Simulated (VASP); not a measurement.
# Ti4C in VASP: notebook, part 2 of 2

VASP 6.6.1. The steps go on from the part before.

## Step 5: Relaxation of the atoms, PBE

INCAR

```
PREC = Accurate ; ENCUT = 520
EDIFF = 1E-7 ; ISMEAR = 0
SIGMA = 0.1 ; LREAL = F
LASPH = T ; NELM = 80
ALGO = Fast ; ISIF = 2
LWAVE = F ; LCHARG = F
LDIPOL = T ; IDIPOL = 3
DIPOL = 0.5 0.5 0.356 ; GGA = PE
IBRION = 2 ; NSW = 36
EDIFFG = -0.025
```

KPOINTS

```
Automatic mesh
0
Gamma
  8 8 1
```

POSCAR

```
Ti4C
1.0
    3.2555055347      0.0000000000      0.0000000000
    0.0000000000      3.2555055347      0.0000000000
    0.0000000000      0.0000000000     20.1798089631
Ti C
4 1
Selective dynamics
Direct
    0.5000000000      0.5000000000      0.1982179320  F F F
    0.0000000000      0.0000000000      0.2788803788  F F F
    0.5000000000      0.5000000000      0.3551905195  F F F
    0.0000000000      0.0000000000      0.4301234456  F F F
    0.1250000000      0.1250000000      0.5193215150  F F T
```

Potentials or basis: VASP PAW PBE potentials, release 64 (Ti_sv, C).

Started as:

```bash
$ cat potpaw_PBE.64/Ti_sv/POTCAR potpaw_PBE.64/C/POTCAR > POTCAR
$ mpirun -np 1 vasp_std > vasp.out
```

OUTCAR:

```text
PREC = Accurate
   ENCUT = 520
   EDIFF = 1E-7
   ISMEAR = 0
   LREAL = F
   LASPH = T
   NELM = 80
   ISIF = 2
   GGA = PE
   IBRION = 2
   NSW = 36
   EDIFFG = -0.025

 ion  position               nearest neighbor table
   1  0.500  0.500  0.198-   2 2.82   2 2.82   2 2.82   2 2.82
   2  0.000  0.000  0.279-   3 2.77   3 2.77   3 2.77   3 2.77   1 2.82   1 2.82   1 2.82   1 2.82

   3  0.500  0.500  0.355-   4 2.75   4 2.75   4 2.75   4 2.75   2 2.77   2 2.77   2 2.77   2 2.77

   4  0.000  0.000  0.430-   5 1.89   3 2.75   3 2.75   3 2.75   3 2.75
   5  0.125  0.125  0.519-   4 1.89

  LATTYP: Found a simple tetragonal cell.
 ALAT       =     3.2555055347
 C/A-ratio  =     6.1986713732

  Lattice vectors:
[... 363 lines left out ...]
  free energy    TOTEN  =       -33.46058283 eV

  energy without entropy =      -33.41338208  energy(sigma->0) =      -33.43698245

 E-fermi :  -0.4192     XC(G=0):  -5.2325

 val. band max:       -0.4202281721   @ k =  -0.3750   0.3750   0.0000
 cond. band min:      -0.4053532247   @ k =   0.2500   0.2500   0.0000
 fundamental gap:      0.0148749475
 Fermi energy:        -0.4191514506

 k-point     1 :       0.0000    0.0000    0.0000
  band No.  band energies     occupation
      1     -57.5157      2.00000
      2     -56.8193      2.00000
      3     -56.6755      2.00000
      4     -56.4040      2.00000
      5     -33.8621      2.00000
      6     -33.6759      2.00000
[... 703 lines left out ...]
     30       0.4067      0.00000
     31       1.6118      0.00000

------------------------ aborting loop because EDIFF is reached ----------------------------------------

 vacuum level on the upper side and lower side of the slab       (xc-potential included)         1.778        -1.925

  FORCE on cell =-STRESS in cart. coord.  units (eV):
  Direction    XX          YY          ZZ          XY          YZ          ZX
  --------------------------------------------------------------------------------------
  -------------------------------------------------------------------------------------
  Total       -2.0930686     -2.0930686     -0.4548569      0.3485638      1.3784175      1.3784136
  in kB      -15.6797858    -15.6797858     -3.4074652      2.6111928     10.3261264     10.3260971
  external PRESSURE =     -11.5890123 kB  Pullay stress =       0.0000000 kB
[... 20 lines left out ...]
  FREE ENERGIE OF THE ION-ELECTRON SYSTEM (eV)
  ---------------------------------------------------
  free  energy   TOTEN  =       -33.4605828310 eV

  energy  without entropy=      -33.4133820770  energy(sigma->0) =      -33.43698245

 reached required accuracy - stopping structural energy minimisation

 vacuum level on the upper side and lower side of the slab         6.503         2.702
```

OSZICAR:

```text
N       E                     dE             d eps       ncg     rms          rms(c)
DAV:   1     0.603270703393E+03    0.60327E+03   -0.28381E+04  1542   0.166E+03
DAV:   2     0.462082039660E+02   -0.55706E+03   -0.54945E+03  1395   0.510E+02
DAV:   3    -0.269401430169E+02   -0.73148E+02   -0.71383E+02  2229   0.158E+02
[... 229 lines left out ...]
RMM:  16    -0.334605820890E+02   -0.44769E-06   -0.23465E-06  1326   0.434E-03    0.603E-04
RMM:  17    -0.334605824305E+02   -0.34144E-06   -0.16967E-06  1152   0.371E-03    0.133E-04
RMM:  18    -0.334605826359E+02   -0.20545E-06   -0.13018E-06  1042   0.327E-03    0.149E-04
RMM:  19    -0.334605827512E+02   -0.11533E-06   -0.96579E-07   927   0.293E-03    0.138E-04
RMM:  20    -0.334605828310E+02   -0.79717E-07   -0.79285E-07   936   0.280E-03
   5 F= -.33460583E+02 E0= -.33436982E+02  d E =-.187986E-01
```

CONTCAR:

```text
Ti4C
   1.00000000000000
     3.2555055347000001    0.0000000000000000    0.0000000000000000
     0.0000000000000000    3.2555055347000001    0.0000000000000000
     0.0000000000000000    0.0000000000000000   20.1798089631000011
  Ti              C
     4     1
Selective dynamics
Direct
     0.5000000000000000    0.5000000000000000    0.1982179319999986   F   F   F
     0.0000000000000000    0.0000000000000000    0.2788803787999967   F   F   F
     0.5000000000000000    0.5000000000000000    0.3551905194999989   F   F   F
     0.0000000000000000    0.0000000000000000    0.4301234456000032   F   F   F
     0.1250000000000000    0.1250000000000000    0.5165493192791075   F   F   T

  0.00000000E+00  0.00000000E+00  0.00000000E+00
  0.00000000E+00  0.00000000E+00  0.00000000E+00
  0.00000000E+00  0.00000000E+00  0.00000000E+00
  0.00000000E+00  0.00000000E+00  0.00000000E+00
  0.00000000E+00  0.00000000E+00  0.00000000E+00
```

It took 54 min on 1 thread of Oxide Virtual Turin-like, shared host; peak memory 0.33 GiB.

Results:

- Free energy: -33.4606 eV
- Energy gained by relaxing: 3.8 meV/atom
- Ionic steps: 5
- Band gap on the k mesh: zero (bands 26 and 27 overlap by 0.68 eV)

The path:
```csv
step,energy change (eV),largest force on free atoms (eV/Å),pressure (GPa)
1,0.0000,0.5924,-1.59
2,-0.0144,0.3128,-1.37
3,-0.0175,0.1757,-1.28
4,-0.0182,0.1170,-1.08
5,-0.0188,0.0039,-1.16
```

Final structure:
```cif
data_structure
_symmetry_space_group_name_H-M 'P 1'
_symmetry_Int_Tables_number 1
_cell_length_a 3.2555
_cell_length_b 3.2555
_cell_length_c 20.1798
_cell_angle_alpha 90.000
_cell_angle_beta 90.000
_cell_angle_gamma 90.000
_cell_volume 213.87
loop_
_atom_site_label
_atom_site_type_symbol
_atom_site_fract_x
_atom_site_fract_y
_atom_site_fract_z
_atom_site_occupancy
Ti1 Ti 0.50000 0.50000 0.19822 1
Ti2 Ti 0.00000 0.00000 0.27888 1
Ti3 Ti 0.50000 0.50000 0.35519 1
Ti4 Ti 0.00000 0.00000 0.43012 1
C1 C 0.12500 0.12500 0.51655 1
```

## Step 6: Overview

```csv
task,cell,atoms held fixed (from 0),gap on the mesh (eV),largest force (eV/Å)
single point,"as given, atomic positions A",-,none,3.78
single point,"as given, atomic positions B",-,none,1.67
single point,"as given, atomic positions C",-,none,4.45
relaxation of the atoms,"atoms relaxed, atomic positions D","[0, 1, 2, 3, 4]",none,-
```

Alike in all rows: level PBE; potentials or basis VASP PAW PBE potentials, release 64 (Ti_sv, C); no spin polarisation; k mesh 8 × 8 × 1; cutoff (eV) 520; smearing gaussian 0.1 eV.

Total energies depend on the potentials used, so only differences within one code and one set of settings carry meaning.
